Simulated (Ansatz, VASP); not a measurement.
## PbS in VASP and in Ansatz

INCAR

```
SYSTEM = PbS
  PREC = Accurate
  ENCUT = 520
  EDIFF = 1E-8
  ISMEAR = -1
  SIGMA = 0.01
  LREAL = .False.
  LASPH = .True.
  NELM = 60
  ALGO = Normal
  ISIF = 2
  LWAVE = .False.
  LCHARG = .False.
  GGA = CA
  LEFG = .True.
  NBANDS = 17
```

Contents of KPOINTS:

```
regular mesh
0
Gamma
  8 8 8
  0 0 0
```

Contents of POSCAR:

```
PbS
1.0
    0.0889500000      3.0094750000      3.0094750000
    3.0094750000      0.0889500000      3.0094750000
    3.0094750000      3.0094750000      0.0889500000
Pb S
1 1
Direct
    0.0000000000      0.0000000000      0.0000000000
    0.5000000000      0.5000000000      0.5000000000
```

Input for Ansatz:

```yaml
crystal:
  lattice:
    - [0.08895, 3.009475, 3.009475]
    - [3.009475, 0.08895, 3.009475]
    - [3.009475, 3.009475, 0.08895]
  atoms:
    - { symbol: Pb, position: [0.0, 0.0, 0.0] }
    - { symbol: S, position: [0.5, 0.5, 0.5] }
kpoints:
  mp_grid: { grid: [8, 8, 8] }
scf:
  occupations: { method: fermi_dirac, width: 0.01 }
hamiltonian:
  xc: lda
  pseudopotentials: { kind: paw }
output:
  forces: true
  stress: true
  eigenvalues: true
  efg: { contact_densities: true }
```

Change from the starting cell: equal xy, yz and zx shear strains of +3 %, PAW files.

Alike in both runs: task electric field gradients; functional LDA; k mesh 8 × 8 × 8; occupations fermi-dirac, width 0.01 eV; no spin polarisation.

```csv
,VASP,Ansatz
version,VASP 6.6.1,Ansatz 0.2.0
potentials or method,"VASP PAW LDA potentials, release 64 (Pb_d, S)","PAW with Ansatz's default frozen-core files, scalar-relativistic"
plane-wave cutoff (eV),520,420
valence electrons in the cell,20,20
```

Ansatz gave:

| Item | Value |
| --- | --- |
| pressure (GPa) | -2.6 |
| traceless stress, the component that is largest in VASP (GPa) | -0.63 |
| size of Vzz on the site where it differs most (V/Å²) | 9.6 |

Problem. What did VASP give for the same quantities?

Solution. Pressure (GPa): -2.6; traceless stress, the component that is largest in VASP (GPa): -0.63; size of Vzz on the site where it differs most (V/Å²): 4.1.

LDA's correlation is that of Perdew and Zunger in VASP and of Perdew and Wang (1992) in Ansatz.

Spin-orbit coupling is off throughout.
